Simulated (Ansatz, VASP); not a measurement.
# One calculation of SnSe, two programs

The input INCAR:

```
SYSTEM = SnSe
PREC = Accurate
ENCUT = 520
EDIFF = 1E-6
ISMEAR = -1
SIGMA = 0.02
LREAL = .False.
LASPH = .True.
NELM = 60
ALGO = Normal
ISIF = 2
LWAVE = .False.
LCHARG = .False.
NBANDS = 17
```

KPOINTS

```
regular mesh
0
Gamma
  9 9 9
  0 0 0
```

The input POSCAR:

```
SnSe
1.0
    0.0000000000      3.0702000000      3.0100000000
    3.0702000000      0.0000000000      3.0100000000
    3.0702000000      3.0702000000      0.0000000000
Sn Se
1 1
Direct
    0.0000000000      0.0000000000      0.0000000000
    0.5000000000      0.5000000000      0.5000000000
```

Input for Ansatz:

```yaml
crystal:
  lattice:
    - [0.0, 3.0702, 3.01]
    - [3.0702, 0.0, 3.01]
    - [3.0702, 3.0702, 0.0]
  atoms:
    - { symbol: Sn, position: [0.0, 0.0, 0.0] }
    - { symbol: Se, position: [0.5, 0.5, 0.5] }
kpoints:
  mp_grid: { grid: [9, 9, 9] }
  band_path:
    path:
      - [0.0, 0.0, 0.0]
      - [0.0, 0.5, 0.5]
      - [0.25, 0.75, 0.5]
      - [0.0, 0.5, 0.0]
      - [0.0, 0.0, 0.0]
      - [0.5, 0.5, 0.0]
      - [0.38005, 0.61995, 0.0]
      - [-0.38005, 0.38005, 0.0]
      - [0.0, 0.0, 0.0]
    npoints: 5
scf:
  occupations: { method: fermi_dirac, width: 0.02 }
hamiltonian:
  xc: lda
  pseudopotentials: { kind: all_electron, lapw: { basis_error: 0.00025 } }
output:
  forces: true
  stress: true
  eigenvalues: true
```

Change from the starting cell: equal xx and yy strain of +2 %.

Alike in both runs: task single point; functional LDA; k mesh 9 × 9 × 9; occupations fermi-dirac, width 0.02 eV; no spin polarisation.

```csv
,VASP,Ansatz
version,VASP 6.6.1,Ansatz 0.2.0
potentials or method,"VASP PAW LDA potentials, release 64 (Sn_d, Se), cutoff 520 eV","all-electron LAPW, scalar-relativistic"
```

Ansatz gave:

| Property | Result |
| --- | --- |
| pressure (GPa) | -4.8 |
| traceless stress, the component that is largest in VASP (GPa) | 1.25 |

Task: Which values does VASP return?

Result: Pressure (GPa): -4.8; traceless stress, the component that is largest in VASP (GPa): 1.26.

LDA's correlation is that of Perdew and Zunger in VASP and of Perdew and Wang (1992) in Ansatz. Ansatz ran all-electron here, and VASP with PAW potentials.
